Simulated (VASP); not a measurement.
Input of a VASP 6.6.1 run:

POSCAR

```
SiC
1.0
    3.0775593349      0.0000000000      0.0000000000
   -1.5387796674      2.6652445657      0.0000000000
    0.0000000000      0.0000000000     10.0767691420
Si C
4 4
Direct
    0.6666666667      0.3333333333      0.9378376197
    0.3333333333      0.6666666667      0.4378376197
    0.0000000000      0.0000000000      0.6878931817
    0.0000000000      0.0000000000      0.1878931817
    0.6666666667      0.3333333333      0.7498040034
    0.3333333333      0.6666666667      0.2498040034
    0.0000000000      0.0000000000      0.5004641952
    0.0000000000      0.0000000000      0.0004641952
```

INCAR.step1

```
SYSTEM = SiC
PREC = Accurate
ENCUT = 520
ISMEAR = 0
SIGMA = 0.02
LREAL = .False.
LASPH = .True.
NELM = 60
NBANDS = 26
GGA = PE
ALGO = Normal
EDIFF = 1E-4
LWAVE = .True.
LCHARG = .False.
```

File INCAR.step2:

```
SYSTEM = SiC
PREC = Accurate
ENCUT = 520
EDIFF = 1E-6
ISMEAR = 0
SIGMA = 0.02
LREAL = .False.
LASPH = .True.
NELM = 60
ALGO = Normal
ISIF = 2
LWAVE = .False.
LCHARG = .False.
METAGGA = R2SCAN
LMIXTAU = .True.
NBANDS = 26
ISTART = 1
```

Contents of KPOINTS:

```
regular mesh
0
Gamma
  12 12 4
  0 0 0
```

Potentials or basis: VASP PAW PBE potentials, release 64 (Si, C).

The run is started by

```console
$ cat potpaw_PBE.64/Si/POTCAR potpaw_PBE.64/C/POTCAR > POTCAR
$ cp INCAR.step1 INCAR
$ mpirun -np 1 vasp_std > vasp.out
$ cp INCAR.step2 INCAR
$ mpirun -np 1 vasp_std > vasp.out
```

Task: Estimate the pressure.

Result: -0.2 GPa.

Task: What does it give for the band gap on the k mesh?

Result: 2.61 eV (least direct gap 3.79 eV).

Caveat: the PAW data sets were made with another functional, which shifts forces and pressure a little. A k mesh can miss the band edges.
